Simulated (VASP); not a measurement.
Runs of VASP 6.6.1 on Al2Rh. The structure is that of space group P4/mmm (No. 123), or close to it. The cells are those of the table. The cell was built from a structure type or drawn by symmetry, and may not be a known phase.

```csv
task,spin,cell,k mesh,cutoff (eV),gap on the mesh (eV),pressure (GPa),relaxed volume (Å³/atom)
single point,off,"a = 4.263, b = 4.263, c = 2.805 Å, 3 atoms",12 × 12 × 16,520,none,0.0,-
relaxation of cell and atoms,off,"relaxed from a = 4.261, b = 4.261, c = 2.802 Å, 3 atoms",4 × 4 × 6,600,none,-0.3,17.01
single point,"collinear, ferromagnetic start","a = 4.252, b = 4.252, c = 2.817 Å, 3 atoms",4 × 4 × 6,520,none,0.0,-
relaxation of cell and atoms,off,"relaxed from a = 4.252, b = 4.252, c = 2.817 Å, 3 atoms",12 × 12 × 16,600,none,0.0,16.99
single point,off,"a = 4.252, b = 4.252, c = 2.817 Å, 3 atoms",4 × 4 × 6,520,none,0.0,-
single point,off,"a = 4.261, b = 4.261, c = 2.802 Å, angles 90.0, 90.0, 90.3°, 3 atoms",6 × 6 × 4,520,none,(a),-
```

Alike in all rows: level PBE; potentials or basis VASP PAW PBE potentials, release 64 (Al, Rh_pv); smearing gaussian 0.1 eV.

Estimate the missing entries.

(a) 0.1.

Caveats: some runs use coarse meshes.

A k mesh can miss the band edges, and the runs leave out spin-orbit coupling on Rh.

A gap of «none» marks levels without a gap at the run's occupations.
